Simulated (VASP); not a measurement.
# Ca (Fd-3m) in VASP: notebook

Ca is run at these levels: PBEsol; tasks: single point.

Program: VASP 6.6.1. These are calculated values, not measurements. Logs are shortened: lines on timing, memory, paths and dates and some standing lists are left out, and cuts for length are marked.

### 1 The cell of the first run

The structure is cubic, space group Fd-3m (No. 227). Conventional cell: a = 8.280 Å, b = 8.280 Å, c = 8.280 Å, α = 90.00°, β = 90.00°, γ = 90.00°. Ca (site symmetry -43m) has 4 Ca at 3.59 Å within 4.7 Å.

This isn't the form of Ca at room conditions, which is fcc.

### 2 Single point, PBEsol (70.96 Å³/atom)

INCAR

```
SYSTEM = Ca
PREC     = Accurate       ! precision mode
ENCUT    = 520            ! plane-wave cutoff, eV
EDIFF    = 1E-6           ! SCF threshold, eV
ISMEAR   = -1             ! smearing method
SIGMA    = 0.05           ! smearing width, eV
LREAL    = .FALSE.        ! projectors in reciprocal space
LASPH    = .TRUE.         ! aspherical terms in the spheres
NELM     = 100            ! most SCF steps
ALGO     = Normal         ! electronic algorithm
ISIF     = 2              ! what is computed and relaxed
LWAVE    = .FALSE.        ! write WAVECAR
LCHARG   = .FALSE.        ! write CHGCAR
GGA      = PS             ! functional
NBANDS   = 17             ! bands
```

KPOINTS

```
Automatic mesh
0
G
  9 9 9
  0 0 0
```

POSCAR

```
Ca
1.0
    0.0000000000      4.1399901006      4.1399901006
    4.1399901006      0.0000000000      4.1399901006
    4.1399901006      4.1399901006      0.0000000000
Ca
2
Direct
   -0.1250000000     -0.1250000000     -0.1250000000
    0.1250000000      0.1250000000      0.1250000000
```

Potentials or basis: VASP PAW PBE potentials, release 64 (Ca_sv).

On the command line:

```bash
cat potpaw_PBE.64/Ca_sv/POTCAR > POTCAR
mpirun -np 1 vasp_std > vasp.out
```

OUTCAR:

```text
SYSTEM = Ca
   PREC = Accurate
   ENCUT = 520
   EDIFF = 1E-6
   ISMEAR = -1
   LREAL = .FALSE.
   LASPH = .TRUE.
   NELM = 100
   ISIF = 2
   GGA = PS

 ion  position               nearest neighbor table
   1  0.875  0.875  0.875-
   2  0.125  0.125  0.125-

  LATTYP: Found a face centered cubic cell.
 ALAT       =     8.2799802012

  Lattice vectors:

 A1 = (   0.0000000000,   4.1399901006,   4.1399901006)
 A2 = (   4.1399901006,   0.0000000000,   4.1399901006)
 A3 = (   4.1399901006,   4.1399901006,   0.0000000000)

Analysis of symmetry for initial positions (statically):
=====================================================================
 Subroutine PRICEL returns:
 Original cell was already a primitive cell.

 Routine SETGRP: Setting up the symmetry group for a
 face centered cubic supercell.

 Subroutine GETGRP returns: Found 48 space group operations
 (whereof 12 operations were pure point group operations)
 out of a pool of 48 trial point group operations.

The static configuration has the point symmetry D_3d.
 The point group associated with its full space group is O_h .

Analysis of symmetry for dynamics (positions and initial velocities):
=====================================================================
 Subroutine PRICEL returns:
 Original cell was already a primitive cell.

 Routine SETGRP: Setting up the symmetry group for a
 face centered cubic supercell.

 Subroutine GETGRP returns: Found 48 space group operations
 (whereof 12 operations were pure point group operations)
 out of a pool of 48 trial point group operations.

The dynamic configuration has the point symmetry D_3d.
 The point group associated with its full space group is O_h .

 Subroutine INISYM returns: Found 48 space group operations
 (whereof 12 operations are pure point group operations),
 and found     1 'primitive' translations

----------------------------------------------------------------------------------------

                                     Primitive cell

  volume of cell :     141.9149

  direct lattice vectors                    reciprocal lattice vectors
     0.000000000  4.139990101  4.139990101    -0.120773236  0.120773236  0.120773236
[... 75 lines left out ...]
   NGXF,Y,Z  is equivalent  to a cutoff of  27.26, 27.26, 27.26 a.u.
 SYSTEM =  Ca
   PREC   = accura    normal or accurate (medium, high low for compatibility)
   ISTART =      0    job   : 0-new  1-cont  2-samecut
   ICHARG =      2    charge: 1-file 2-atom 10-const
   ISPIN  =      1    spin polarized calculation?
   LNONCOLLINEAR =      F non collinear calculations
   LSORBIT =      F    spin-orbit coupling
   LASPH  =      T    aspherical Exc in radial PAW
   ENCUT  =  520.0 eV  38.22 Ry    6.18 a.u.  10.89 10.89 10.89*2*pi/ulx,y,z
   NELM   =    100;   NELMIN=  2; NELMDL= -5     # of ELM steps
   EDIFF  = 0.1E-05   stopping-criterion for ELM
   LREAL  =      F    real-space projection
   EDIFFG = 0.1E-04   stopping-criterion for IOM
   NSW    =      0    number of steps for IOM
   IBRION =     -1    ionic relax: 0-MD 1-quasi-New 2-CG
   NFREE  =      0    steps in history (QN), initial steepest desc. (CG)
   ISIF   =      2    stress and relaxation
   ISYM   =      2    0-nonsym 1-usesym 2-fastsym
   POTIM  = 0.5000    time-step for ionic-motion
   TEBEG  =    0.0;   TEEND  =   0.0 temperature during run
   PSTRESS=    0.0 pullay stress
   NELECT =      20.0000    total number of electrons
   NUPDOWN=      -1.0000    fix difference up-down
   EMIN   =  10.00;   EMAX   =-10.00  energy-range for DOS
   EFERMI =   0.00;   METHOD = LEGACY
   ISMEAR =    -1;   SIGMA  =   0.05  broadening in eV -4-tet -1-fermi 0-gaus
   EFERMI_NEDOS =   21; number of points for ismear=-14 and -15
   IALGO  =     38    algorithm
   IMIX   =      4    mixing-type and parameters
     AMIX     =   0.40;   BMIX     =  1.00
     AMIX_MAG =   1.60;   BMIX_MAG =  1.00
  volume/ion in A,a.u.               =      70.96       478.84
  Fermi-wavevector in a.u.,A,eV,Ry     =   0.851940  1.609933  9.875126  0.725801
  Thomas-Fermi vector in A             =   1.968151
   LORBIT       =      0    0 simple, 1 ext, 2 COOP (PROOUT), +10 PAW based schemes
   GGA     = PS    functional components
   LHFCALC =     F    Hartree Fock is set to
   AEXX    =    0.0000 exact exchange contribution
   IVDW    =     0    specifies the selected vdW correction
   LEPSILON=     F    determine dielectric tensor
   LRPA    =     F    only Hartree local field effects (RPA)
 non-spin polarized calculation
  energy-cutoff  :      520.00
  volume of cell :      141.91
 maximum number of plane-waves:      3856
 NGX is ok and might be reduce to    48
   NGX = 21   NGY = 21   NGZ = 21

 number of electron      20.0000001 magnetization

 Free energy of the ion-electron system (eV)
  ---------------------------------------------------
  ext. energy  EPLUGINS =         0.00000000
  ---------------------------------------------------
  free energy    TOTEN  =        -2.05638558 eV

  energy without entropy =       -2.02594514  energy(sigma->0) =       -2.04116536

 E-fermi :   0.1210     XC(G=0):  -6.1951

 val. band max:        0.1132183771   @ k =   0.3333   0.1111   0.0000
 cond. band min:       0.1247690924   @ k =  -0.2222   0.3333   0.1111
 fundamental gap:      0.0115507153
 Fermi energy:         0.1209525124

 k-point     1 :       0.0000    0.0000    0.0000
  band No.  band energies     occupation
      1     -42.7725      2.00000
      2     -42.7450      2.00000
      3     -23.8459      2.00000
      4     -23.8459      2.00000
      5     -23.8459      2.00000
      6     -23.7579      2.00000
[... 457 lines left out ...]
      4     -23.8622      2.00000
      5     -23.8103      2.00000
      6     -23.7950      2.00000
[... 9 lines left out ...]
     16       1.6644      0.00000
     17       1.8044      0.00000

 [... further k-points ...]
[... 5 lines left out ...]
  --------------------------------------------------------------------------------------
  -------------------------------------------------------------------------------------
  Total        0.2335578      0.2335578      0.2335578      0.0000000     -0.0000000      0.0000000
  in kB        2.6367994      2.6367994      2.6367994      0.0000000     -0.0000000      0.0000000
  external PRESSURE =       2.6367994 kB  Pullay stress =       0.0000000 kB

 VOLUME and BASIS-vectors are now :
 -----------------------------------------------------------------------------
  energy-cutoff  :      520.00
  volume of cell :      141.91
      direct lattice vectors                 reciprocal lattice vectors
     0.000000000  4.139990101  4.139990101    -0.120773236  0.120773236  0.120773236
     4.139990101  0.000000000  4.139990101     0.120773236 -0.120773236  0.120773236
     4.139990101  4.139990101  0.000000000     0.120773236  0.120773236 -0.120773236

 POSITION                                       TOTAL-FORCE (eV/Angst)
 -----------------------------------------------------------------------------------
      7.24498      7.24498      7.24498        -0.000000     -0.000000     -0.000000
      1.03500      1.03500      1.03500         0.000000      0.000000      0.000000
 -----------------------------------------------------------------------------------
    total drift:                                0.000000      0.000000      0.000000

  FREE ENERGIE OF THE ION-ELECTRON SYSTEM (eV)
  ---------------------------------------------------
  free  energy   TOTEN  =        -2.0563855812 eV

  energy  without entropy=       -2.0259451383  energy(sigma->0) =       -2.04116536
```

Wall time 64 s (1 thread of AMD EPYC 9R14 (Zen 4), shared host); peak memory 0.3 GiB.

What came out:

```yaml
Free_energy: -2.0564 eV
Pressure: 0.3 GPa
Band_gap_on_the_k_mesh: zero (bands 10 and 11 overlap by 0.87 eV)
```

Levels at points of the mesh, in eV from the Fermi level:
```
           k point  band 6  band 7  band 8  band 9  band 10  band 11  band 12  band 13  band 14  band 15
(0.00, 0.00, 0.00)  -23.88  -23.88  -23.88   -3.14     0.66     0.66     0.66     0.85     0.85     1.48
```

Caveat: the PAW data sets were made with another functional, which shifts forces and pressure a little.

### 3 Single point, PBEsol (70.96 Å³/atom)

INCAR

```
ALGO     = Normal         # electronic algorithm
EDIFF    = 1E-6           # SCF threshold, eV
ENCUT    = 520            # plane-wave cutoff, eV
GGA      = PS             # functional
ISIF     = 2              # what is computed and relaxed
ISMEAR   = -1             # smearing method
LASPH    = T              # aspherical terms in the spheres
LCHARG   = F              # write CHGCAR
LREAL    = F              # projectors in reciprocal space
LWAVE    = F              # write WAVECAR
NBANDS   = 17             # bands
NELM     = 100            # most SCF steps
PREC     = Accurate       # precision mode
SIGMA    = 0.05           # smearing width, eV
```

KPOINTS

```
k-points
0
Gamma
  9 9 9
```

POSCAR is that of step 2.

Potentials or basis: VASP PAW PBE potentials, release 64 (Ca_sv).

On the command line:

```bash
cat potpaw_PBE.64/Ca_sv/POTCAR > POTCAR
mpirun -np 1 vasp_std > vasp.out
```

OUTCAR:

```text
EDIFF = 1E-6
   ENCUT = 520
   GGA = PS
   ISIF = 2
   ISMEAR = -1
   LASPH = T
   LREAL = F
   NELM = 100
   PREC = Accurate

 ion  position               nearest neighbor table
   1  0.875  0.875  0.875-
   2  0.125  0.125  0.125-

  LATTYP: Found a face centered cubic cell.
 ALAT       =     8.2799802012

  Lattice vectors:

 A1 = (   0.0000000000,   4.1399901006,   4.1399901006)
[... 189 lines left out ...]
      2     -42.7450      2.00000
      3     -23.8459      2.00000
      4     -23.8459      2.00000
      5     -23.8459      2.00000
      6     -23.7579      2.00000
[... 457 lines left out ...]
      4     -23.8622      2.00000
      5     -23.8103      2.00000
      6     -23.7950      2.00000
[... 9 lines left out ...]
     16       1.6644      0.00000
     17       1.8044      0.00000

 [... further k-points ...]
[... 5 lines left out ...]
  --------------------------------------------------------------------------------------
  -------------------------------------------------------------------------------------
  Total        0.2335578      0.2335578      0.2335578      0.0000000     -0.0000000      0.0000000
  in kB        2.6367994      2.6367994      2.6367994      0.0000000     -0.0000000      0.0000000
  external PRESSURE =       2.6367994 kB  Pullay stress =       0.0000000 kB

 VOLUME and BASIS-vectors are now :
 -----------------------------------------------------------------------------
  energy-cutoff  :      520.00
  volume of cell :      141.91
      direct lattice vectors                 reciprocal lattice vectors
     0.000000000  4.139990101  4.139990101    -0.120773236  0.120773236  0.120773236
     4.139990101  0.000000000  4.139990101     0.120773236 -0.120773236  0.120773236
     4.139990101  4.139990101  0.000000000     0.120773236  0.120773236 -0.120773236

 POSITION                                       TOTAL-FORCE (eV/Angst)
 -----------------------------------------------------------------------------------
      7.24498      7.24498      7.24498        -0.000000     -0.000000     -0.000000
      1.03500      1.03500      1.03500         0.000000      0.000000      0.000000
 -----------------------------------------------------------------------------------
    total drift:                                0.000000      0.000000      0.000000

  FREE ENERGIE OF THE ION-ELECTRON SYSTEM (eV)
  ---------------------------------------------------
  free  energy   TOTEN  =        -2.0563855812 eV

  energy  without entropy=       -2.0259451383  energy(sigma->0) =       -2.04116536
```

Run time: 64 s. Hardware: 1 thread of AMD EPYC 9R14 (Zen 4), shared host; peak memory 0.3 GiB.

Results:

* Free energy: -2.0564 eV
* Pressure: 0.3 GPa
* Band gap on the k mesh: zero (bands 10 and 11 overlap by 0.87 eV)

Levels at points of the mesh, in eV from the Fermi level:
| k point | band 8 | band 9 | band 10 | band 11 | band 12 | band 13 |
| --- | --- | --- | --- | --- | --- | --- |
| (0.00, 0.00, 0.00) | -23.88 | -3.14 | 0.66 | 0.66 | 0.66 | 0.85 |

Caveat: the PAW data sets were made with another functional, which shifts forces and pressure a little.

### 4 Single point, PBEsol

This run uses another cell than the first one, of 74.69 Å³/atom.

INCAR

```
PREC     = Accurate       # precision mode
ENCUT    = 520            # plane-wave cutoff, eV
EDIFF    = 1E-6           # SCF threshold, eV
ISMEAR   = -1             # smearing method
SIGMA    = 0.05           # smearing width, eV
LREAL    = F              # projectors in reciprocal space
LASPH    = T              # aspherical terms in the spheres
NELM     = 80             # most SCF steps
ALGO     = Normal         # electronic algorithm
ISIF     = 2              # what is computed and relaxed
LWAVE    = F              # write WAVECAR
LCHARG   = T              # write CHGCAR
GGA      = PS             # functional
LELF     = T              # ELF
LVHAR    = T            
NBANDS   = 17             # bands
```

KPOINTS

```
regular mesh
0
Gamma
  9 9 9
```

POSCAR

```
Ca
1.0
    0.0000000000      4.2113832702      4.2113832702
    4.2113832702      0.0000000000      4.2113832702
    4.2113832702      4.2113832702      0.0000000000
Ca
2
Direct
   -0.1250000000     -0.1250000000     -0.1250000000
    0.1250000000      0.1250000000      0.1250000000
```

On the command line:

```bash
cat potpaw_PBE.64/Ca_sv/POTCAR > POTCAR
mpirun -np 1 vasp_std > vasp.out
```

It took 65 s on 1 thread of AMD EPYC 9R14 (Zen 4), shared host; peak memory 0.31 GiB.

Results (log left out):

```yaml
Free_energy: -2.0637 eV
Pressure: 0.0 GPa
Band_gap_on_the_k_mesh: zero (bands 10 and 11 overlap by 0.83 eV)
```

Levels at points of the mesh, in eV from the Fermi level:
```tsv
k point	band 6	band 7	band 8	band 9	band 10	band 11	band 12	band 13	band 14	band 15
(0.00, 0.00, 0.00)	-23.95	-23.95	-23.95	-3.07	0.64	0.64	0.64	0.85	0.85	1.44
```

Caveat: the PAW data sets were made with another functional, which shifts forces and pressure a little.

### 5 Single point, PBEsol (74.69 Å³/atom)

This run uses another cell than the first one, of 74.69 Å³/atom.

INCAR

```
SYSTEM = Ca
ALGO = Normal ; EDIFF = 1E-7
ENCUT = 520 ; GGA = PS
ISIF = 2 ; ISMEAR = -1
LASPH = .TRUE. ; LCHARG = .FALSE.
LREAL = .FALSE. ; LWAVE = .FALSE.
NBANDS = 17 ; NELM = 60
PREC = Accurate ; SIGMA = 0.05
```

KPOINTS

```
k-points
0
G
  9 9 9
  0 0 0
```

POSCAR is that of step 4.

Potentials or basis: VASP PAW PBE potentials, release 64 (Ca_sv).

On the command line:

```bash
cat potpaw_PBE.64/Ca_sv/POTCAR > POTCAR
mpirun -np 1 vasp_std > vasp.out
```

OUTCAR:

```text
SYSTEM = Ca
   EDIFF = 1E-7
   ENCUT = 520
   GGA = PS
   ISIF = 2
   ISMEAR = -1
   LASPH = .TRUE.
   LREAL = .FALSE.
   NELM = 60
   PREC = Accurate

 ion  position               nearest neighbor table
   1  0.875  0.875  0.875-
   2  0.125  0.125  0.125-

  LATTYP: Found a face centered cubic cell.
 ALAT       =     8.4227665404

  Lattice vectors:

 A1 = (   0.0000000000,   4.2113832702,   4.2113832702)
 A2 = (   4.2113832702,   0.0000000000,   4.2113832702)
 A3 = (   4.2113832702,   4.2113832702,   0.0000000000)

Analysis of symmetry for initial positions (statically):
=====================================================================
 Subroutine PRICEL returns:
 Original cell was already a primitive cell.

 Routine SETGRP: Setting up the symmetry group for a
 face centered cubic supercell.

 Subroutine GETGRP returns: Found 48 space group operations
 (whereof 12 operations were pure point group operations)
 out of a pool of 48 trial point group operations.

[... 155 lines left out ...]

 Free energy of the ion-electron system (eV)
  ---------------------------------------------------
  ext. energy  EPLUGINS =         0.00000000
  ---------------------------------------------------
  free energy    TOTEN  =        -2.06371472 eV

  energy without entropy =       -2.03467715  energy(sigma->0) =       -2.04919594

 E-fermi :   0.0051     XC(G=0):  -6.0571

 val. band max:       -0.0287753357   @ k =   0.3333   0.1111   0.0000
 cond. band min:       0.0152828627   @ k =  -0.2222   0.3333   0.1111
 fundamental gap:      0.0440581984
 Fermi energy:         0.0050879738

 k-point     1 :       0.0000    0.0000    0.0000
  band No.  band energies     occupation
      1     -42.9552      2.00000
      2     -42.9332      2.00000
      3     -24.0197      2.00000
      4     -24.0197      2.00000
      5     -24.0197      2.00000
      6     -23.9452      2.00000
[... 457 lines left out ...]
      4     -24.0332      2.00000
      5     -23.9895      2.00000
      6     -23.9766      2.00000
[... 9 lines left out ...]
     16       1.4983      0.00000
     17       1.6451      0.00000

 [... further k-points ...]
[... 5 lines left out ...]
  --------------------------------------------------------------------------------------
  -------------------------------------------------------------------------------------
  Total        0.0180356      0.0180356      0.0180356     -0.0000000     -0.0000000     -0.0000000
  in kB        0.1934354      0.1934354      0.1934354     -0.0000000     -0.0000000     -0.0000000
  external PRESSURE =       0.1934354 kB  Pullay stress =       0.0000000 kB

 VOLUME and BASIS-vectors are now :
 -----------------------------------------------------------------------------
  energy-cutoff  :      520.00
  volume of cell :      149.38
      direct lattice vectors                 reciprocal lattice vectors
     0.000000000  4.211383270  4.211383270    -0.118725836  0.118725836  0.118725836
     4.211383270  0.000000000  4.211383270     0.118725836 -0.118725836  0.118725836
     4.211383270  4.211383270  0.000000000     0.118725836  0.118725836 -0.118725836

 POSITION                                       TOTAL-FORCE (eV/Angst)
 -----------------------------------------------------------------------------------
      7.36992      7.36992      7.36992         0.000000     -0.000000     -0.000000
      1.05285      1.05285      1.05285        -0.000000      0.000000      0.000000
 -----------------------------------------------------------------------------------
    total drift:                                0.000000      0.000000      0.000000

  FREE ENERGIE OF THE ION-ELECTRON SYSTEM (eV)
  ---------------------------------------------------
  free  energy   TOTEN  =        -2.0637147173 eV

  energy  without entropy=       -2.0346771531  energy(sigma->0) =       -2.04919594
```

Wall time 79 s (1 thread of AMD EPYC 9R14 (Zen 4), shared host); peak memory 0.3 GiB.

Results:

```
Free energy            : -2.0637 eV
Pressure               : 0.0 GPa
Band gap on the k mesh : zero (bands 10 and 11 overlap by 0.83 eV)
```

Caveat: the PAW data sets were made with another functional, which shifts forces and pressure a little.

The gap in the log of VASP goes by the Fermi energy; the results here count the filled bands.